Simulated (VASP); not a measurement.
# Re (P6_3/mmc) in VASP: notebook

Re is run at these levels: PBE; tasks: single point.

Program: VASP 6.6.1. These are calculated values, not measurements. Logs are shortened: lines on timing, memory, paths and dates and some standing lists are left out, and cuts for length are marked.

### Step 1. The cell of the first run

The structure is hexagonal, space group P6_3/mmc (No. 194). Conventional cell: a = 2.777 Å, b = 2.777 Å, c = 4.479 Å, α = 90.00°, β = 90.00°, γ = 120.00°. Re (site symmetry -6m2) has 12 Re at 2.75 to 2.78 Å within 3.6 Å.

### Step 2. Single point, PBE

INCAR

```
PREC = Accurate
ENCUT = 520
EDIFF = 1E-6
ISMEAR = 1
SIGMA = 0.03
LREAL = False
LASPH = True
NELM = 60
ALGO = Normal
ISIF = 2
LWAVE = False
LCHARG = False
GGA = PE
NBANDS = 14
```

KPOINTS

```
regular mesh
0
Gamma
  13 13 7
```

POSCAR

```
Re
1.0
    2.7768706464      0.0000000000      0.0000000000
   -1.3884353232      2.4048405228      0.0000000000
    0.0000000000      0.0000000000      4.4788142384
Re
2
Direct
    0.3333333333      0.6666666667      0.2500000000
    0.6666666667      0.3333333333      0.7500000000
```

Potentials or basis: VASP PAW PBE potentials, release 64 (Re).

Run with:

```
$ cat potpaw_PBE.64/Re/POTCAR > POTCAR
$ mpirun -np 1 vasp_std > vasp.out
```

OUTCAR:

```text
PREC = Accurate
   ENCUT = 520
   EDIFF = 1E-6
   ISMEAR = 1
   LREAL = False
   LASPH = True
   NELM = 60
   ISIF = 2
   GGA = PE

 ion  position               nearest neighbor table
   1  0.333  0.667  0.250-   2 2.75   2 2.75   2 2.75   2 2.75   2 2.75   2 2.75
   2  0.667  0.333  0.750-   1 2.75   1 2.75   1 2.75   1 2.75   1 2.75   1 2.75

  LATTYP: Found a hexagonal cell.
 ALAT       =     2.7768706464
 C/A-ratio  =     1.6128998462

  Lattice vectors:

 A1 = (   2.7768706464,   0.0000000000,   0.0000000000)
 A2 = (  -1.3884353232,   2.4048405228,   0.0000000000)
 A3 = (   0.0000000000,   0.0000000000,   4.4788142384)

Analysis of symmetry for initial positions (statically):
=====================================================================
 Subroutine PRICEL returns:
 Original cell was already a primitive cell.

 Routine SETGRP: Setting up the symmetry group for a
 hexagonal supercell.

 Subroutine GETGRP returns: Found 24 space group operations
 (whereof 12 operations were pure point group operations)
 out of a pool of 24 trial point group operations.

The static configuration has the point symmetry D_3d.
 The point group associated with its full space group is D_6h.

Analysis of symmetry for dynamics (positions and initial velocities):
=====================================================================
 Subroutine PRICEL returns:
 Original cell was already a primitive cell.

 Routine SETGRP: Setting up the symmetry group for a
 hexagonal supercell.

 Subroutine GETGRP returns: Found 24 space group operations
 (whereof 12 operations were pure point group operations)
 out of a pool of 24 trial point group operations.

The dynamic configuration has the point symmetry D_3d.
 The point group associated with its full space group is D_6h.

 Subroutine INISYM returns: Found 24 space group operations
 (whereof 12 operations are pure point group operations),
 and found     1 'primitive' translations

----------------------------------------------------------------------------------------

                                     Primitive cell

  volume of cell :      29.9092

  direct lattice vectors                    reciprocal lattice vectors
     2.776870646  0.000000000  0.000000000     0.360117603  0.207913995  0.000000000
    -1.388435323  2.404840523  0.000000000     0.000000000  0.415827990  0.000000000
     0.000000000  0.000000000  4.478814238     0.000000000  0.000000000  0.223273381

  length of vectors
     2.776870646  2.776870646  4.478814238     0.415827990  0.415827990  0.223273381

  position of ions in fractional coordinates (direct lattice)
     0.333333333  0.666666667  0.250000000
     0.666666667  0.333333333  0.750000000

  ion indices of the primitive-cell ions
   primitive index   ion index
                 1           1
                 2           2

----------------------------------------------------------------------------------------

 KPOINTS: regular mesh

Automatic generation of k-mesh.
 Grid dimensions read from file:
 generate k-points for:   13   13    7

 Generating k-lattice:

  Cartesian coordinates                     Fractional coordinates (reciprocal lattice)
     0.027701354  0.015993384  0.000000000     0.076923077  0.000000000  0.000000000
     0.000000000  0.031986768  0.000000000     0.000000000  0.076923077  0.000000000
     0.000000000  0.000000000  0.031896197     0.000000000  0.000000000  0.142857143

  Length of vectors
     0.031986768  0.031986768  0.031896197

  Shift w.r.t. Gamma in fractional coordinates (k-lattice)
     0.000000000  0.000000000  0.000000000

 Subroutine IBZKPT returns following result:
 ===========================================

 Found     84 irreducible k-points:

 Following reciprocal coordinates:
            Coordinates               Weight
  0.000000  0.000000  0.000000      1.000000
  0.076923  0.000000  0.000000      6.000000
  0.153846  0.000000  0.000000      6.000000
  0.230769  0.000000  0.000000      6.000000
  0.307692  0.000000  0.000000      6.000000
  0.384615  0.000000  0.000000      6.000000
[... 16 lines left out ...]
  0.076923  0.000000  0.142857     12.000000
  0.153846  0.000000  0.142857     12.000000
 [... further k-points ...]
   k-points           NKPTS =     84   k-points in BZ     NKDIM =     84   number of bands    NBANDS=     14
   number of dos      NEDOS =    301   number of ions     NIONS =      2
   total plane-waves  NPLWV =  20736
   dimension x,y,z NGX =    24 NGY =   24 NGZ =   36
   dimension x,y,z NGXF=    48 NGYF=   48 NGZF=   72
   ions per type =               2
   NGX,Y,Z   is equivalent  to a cutoff of  14.37, 14.37, 13.36 a.u.
   NGXF,Y,Z  is equivalent  to a cutoff of  28.74, 28.74, 26.73 a.u.
 SYSTEM =  unknown system
   PREC   = accura    normal or accurate (medium, high low for compatibility)
   ISTART =      0    job   : 0-new  1-cont  2-samecut
   ICHARG =      2    charge: 1-file 2-atom 10-const
   ISPIN  =      1    spin polarized calculation?
   LNONCOLLINEAR =      F non collinear calculations
   LSORBIT =      F    spin-orbit coupling
   LASPH  =      T    aspherical Exc in radial PAW
   ENCUT  =  520.0 eV  38.22 Ry    6.18 a.u.   5.16  5.16  8.33*2*pi/ulx,y,z
   NELM   =     60;   NELMIN=  2; NELMDL= -5     # of ELM steps
   EDIFF  = 0.1E-05   stopping-criterion for ELM
   LREAL  =      F    real-space projection
   EDIFFG = 0.1E-04   stopping-criterion for IOM
   NSW    =      0    number of steps for IOM
   IBRION =     -1    ionic relax: 0-MD 1-quasi-New 2-CG
   NFREE  =      0    steps in history (QN), initial steepest desc. (CG)
   ISIF   =      2    stress and relaxation
   ISYM   =      2    0-nonsym 1-usesym 2-fastsym
   POTIM  = 0.5000    time-step for ionic-motion
   TEBEG  =    0.0;   TEEND  =   0.0 temperature during run
   PSTRESS=    0.0 pullay stress
   NELECT =      14.0000    total number of electrons
   NUPDOWN=      -1.0000    fix difference up-down
   EMIN   =  10.00;   EMAX   =-10.00  energy-range for DOS
   EFERMI =   0.00;   METHOD = LEGACY
   ISMEAR =     1;   SIGMA  =   0.03  broadening in eV -4-tet -1-fermi 0-gaus
   EFERMI_NEDOS =   21; number of points for ismear=-14 and -15
   IALGO  =     38    algorithm
   IMIX   =      4    mixing-type and parameters
     AMIX     =   0.40;   BMIX     =  1.00
     AMIX_MAG =   1.60;   BMIX_MAG =  1.00
  volume/ion in A,a.u.               =      14.95       100.92
  Fermi-wavevector in a.u.,A,eV,Ry     =   1.271108  2.402046 21.983151  1.615716
  Thomas-Fermi vector in A             =   2.404059
   LORBIT       =      0    0 simple, 1 ext, 2 COOP (PROOUT), +10 PAW based schemes
   GGA     = PE    functional components
   LHFCALC =     F    Hartree Fock is set to
   AEXX    =    0.0000 exact exchange contribution
   IVDW    =     0    specifies the selected vdW correction
   LEPSILON=     F    determine dielectric tensor
   LRPA    =     F    only Hartree local field effects (RPA)
 non-spin polarized calculation
 Methfessel and Paxton  Order N= 1 SIGMA  =   0.03
  energy-cutoff  :      520.00
  volume of cell :       29.91
 maximum number of plane-waves:       821
 NGX is ok and might be reduce to    24
   NGX = 11   NGY = 11   NGZ = 17

 number of electron      14.0000000 magnetization

 Free energy of the ion-electron system (eV)
  ---------------------------------------------------
  ext. energy  EPLUGINS =         0.00000000
  ---------------------------------------------------
  free energy    TOTEN  =       -24.85037946 eV

  energy without entropy =      -24.85030467  energy(sigma->0) =      -24.85035453

 E-fermi :   7.6386     XC(G=0): -13.6404

 val. band max:        7.6295975797   @ k =   0.1538   0.0769   0.2857
 cond. band min:       7.6821139942   @ k =   0.3846   0.1538   0.2857
 fundamental gap:      0.0525164145
 Fermi energy:         7.6385605330

 k-point     1 :       0.0000    0.0000    0.0000
  band No.  band energies     occupation
      1      -2.0685      2.00000
      2       1.1833      2.00000
      3       6.1471      2.00000
      4       6.1471      2.00000
      5       6.1645      2.00000
      6       6.9651      2.00000
      7       6.9651      2.00000
      8       7.8644     -0.00000
      9       7.8644     -0.00000
     10       8.2856      0.00000
     11      10.9776      0.00000
     12      10.9776      0.00000
     13      17.5041      0.00000
     14      21.8026      0.00000

 k-point     2 :       0.0769    0.0000    0.0000
  band No.  band energies     occupation
      1      -1.8315      2.00000
      2       1.4049      2.00000
      3       5.6374      2.00000
      4       6.3636      2.00000
      5       6.5913      2.00000
      6       6.8091      2.00000
      7       7.1695      2.00000
      8       7.3072      2.00000
      9       7.6850     -0.05090
     10       7.8701     -0.00000
     11      11.0979      0.00000
     12      11.9691      0.00000
     13      17.4873      0.00000
     14      22.3222      0.00000

 k-point     3 :       0.1538    0.0000    0.0000
  band No.  band energies     occupation
      1      -1.1594      2.00000
      2       1.9806      2.00000
      3       5.0491      2.00000
      4       5.9543      2.00000
      5       6.3492      2.00000
      6       6.9989      2.00000
      7       7.2031      2.00000
      8       7.2570      2.00000
      9       7.5417      2.00005
     10       7.7651     -0.00000
     11      11.3591      0.00000
     12      13.7461      0.00000
     13      17.3608      0.00000
     14      23.5664      0.00000
[... 324 lines left out ...]
 k-point    23 :       0.0769    0.0000    0.1429
  band No.  band energies     occupation
      1      -1.5983      2.00000
      2       1.4175      2.00000
      3       5.6315      2.00000
      4       6.2265      2.00000
      5       6.2524      2.00000
      6       6.4057      2.00000
      7       7.0083      2.00000
      8       7.3261      2.00000
      9       8.0596     -0.00000
     10       8.1011     -0.00000
     11      11.0921      0.00000
     12      11.6939      0.00000
     13      18.4899      0.00000
     14      21.8739      0.00000

 k-point    24 :       0.1538    0.0000    0.1429
  band No.  band energies     occupation
      1      -0.9434      2.00000
      2       2.0148      2.00000
      3       5.0972      2.00000
      4       5.4232      2.00000
      5       6.2086      2.00000
      6       6.6911      2.00000
      7       6.9919      2.00000
      8       7.4920      2.00000
      9       7.9196     -0.00000
     10       8.0713     -0.00000
     11      11.2989      0.00000
     12      13.0571      0.00000
     13      18.4468      0.00000
     14      23.1671      0.00000

 [... further k-points ...]
[... 5 lines left out ...]
  --------------------------------------------------------------------------------------
  -------------------------------------------------------------------------------------
  Total       -0.1409996     -0.1409996     -0.1469429      0.0000000      0.0000000     -0.0000000
  in kB       -7.5530686     -7.5530686     -7.8714379      0.0000000      0.0000000     -0.0000000
  external PRESSURE =      -7.6591917 kB  Pullay stress =       0.0000000 kB

 VOLUME and BASIS-vectors are now :
 -----------------------------------------------------------------------------
  energy-cutoff  :      520.00
  volume of cell :       29.91
      direct lattice vectors                 reciprocal lattice vectors
     2.776870646  0.000000000  0.000000000     0.360117603  0.207913995  0.000000000
    -1.388435323  2.404840523  0.000000000     0.000000000  0.415827990  0.000000000
     0.000000000  0.000000000  4.478814238     0.000000000  0.000000000  0.223273381

 POSITION                                       TOTAL-FORCE (eV/Angst)
 -----------------------------------------------------------------------------------
     -0.00000      1.60323      1.11970         0.000000     -0.000000      0.000000
      1.38844      0.80161      3.35911        -0.000000      0.000000      0.000000
 -----------------------------------------------------------------------------------
    total drift:                               -0.000000      0.000000     -0.000000

  FREE ENERGIE OF THE ION-ELECTRON SYSTEM (eV)
  ---------------------------------------------------
  free  energy   TOTEN  =       -24.8503794639 eV

  energy  without entropy=      -24.8503046669  energy(sigma->0) =      -24.85035453
```

Wall time 39 s (1 thread of AMD EPYC 7R13 (Zen 3), shared host); peak memory 0.14 GiB.

What came out:

```
Free energy            : -24.8504 eV
Pressure               : -0.8 GPa
Band gap on the k mesh : zero (band 7 reaches 8.84 eV, above the bottom of band 8 at 6.14 eV)
```

Caveat: spin-orbit coupling is left out, which moves the levels of the heavy elements.

[end of part 1 of 2]
